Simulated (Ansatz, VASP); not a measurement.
Two plane-wave programs on Cu

Contents of INCAR:

```
SYSTEM = Cu
ALGO = Fast
EDIFF = 1E-7
ENCUT = 520
GGA = PE
ISIF = 2
ISMEAR = 0
LASPH = .TRUE.
LCHARG = .TRUE.
LELF = .TRUE.
LREAL = .FALSE.
LVHAR = .TRUE.
LWAVE = .FALSE.
NBANDS = 18
NELM = 100
PREC = Accurate
SIGMA = 0.15
```

Contents of KPOINTS:

```
k-points
0
G
  18 18 18
  0 0 0
```

Contents of POSCAR:

```
Cu
1.0
    1.3067665657     -4.2525847608      0.0000000000
    1.3067665657      4.2525847608      0.0000000000
    0.0000000000      0.0000000000      2.5142119659
Cu
2
Direct
    0.1340351705      0.8659648295      0.2500000000
    0.8659648295      0.1340351705      0.7500000000
```

Input for Ansatz:

```yaml
crystal:
  lattice:
    - [1.3067665657, -4.2525847608, 0.0]
    - [1.3067665657, 4.2525847608, 0.0]
    - [0.0, 0.0, 2.5142119659]
  atoms:
    - { symbol: Cu, position: [0.1340351705, 0.8659648295, 0.25] }
    - { symbol: Cu, position: [0.8659648295, 0.1340351705, 0.75] }
basis:
  ecutwfc: 520.0
kpoints:
  mp_grid: { grid: [18, 18, 18] }
hamiltonian:
  xc: pbe
  pseudopotentials: { kind: paw, azcp: { folder: soft_1 } }
scf:
  occupations: { method: gaussian, width: 0.15 }
output:
  forces: true
  stress: true
  eigenvalues: true
```

Change from the starting cell: normal strain along x +0.0550, normal strain along y +0.0550.

Alike in both runs: task single point; functional PBE; k mesh 18 × 18 × 18; occupations gaussian, width 0.15 eV; no spin polarisation.

|  | VASP | Ansatz |
| --- | --- | --- |
| version | VASP 6.6.1 | Ansatz 0.2.0 |
| potentials or method | VASP PAW PBE potentials, release 64 (Cu), cutoff 520 eV | scalar-relativistic, plane waves, PAW |
| valence electrons in the cell | 22 | 38 |

|  | VASP | Ansatz | Ansatz less VASP |
| --- | --- | --- | --- |
| gap on the k mesh at the Fermi level (eV) | none | none | - |
| pressure (GPa) | -9.3 | -9.9 | -0.65 |
| traceless stress, the component that is largest in VASP (GPa) | 4.22 | 4.19 | -0.028 |
| rms of the force components (eV/Å) | 0.063 | 0.064 | +0.0014 |

Atom by atom the forces differ by 0.001 eV/Å (rms over components). A gap of «none» marks a metal or a gap that the smearing closes. The functional is the same, so the differences come from potentials, cutoffs and numerics. VASP's potentials hold 22 valence electrons a cell and Ansatz's 38, so a difference there can come from the potentials and not from the codes.
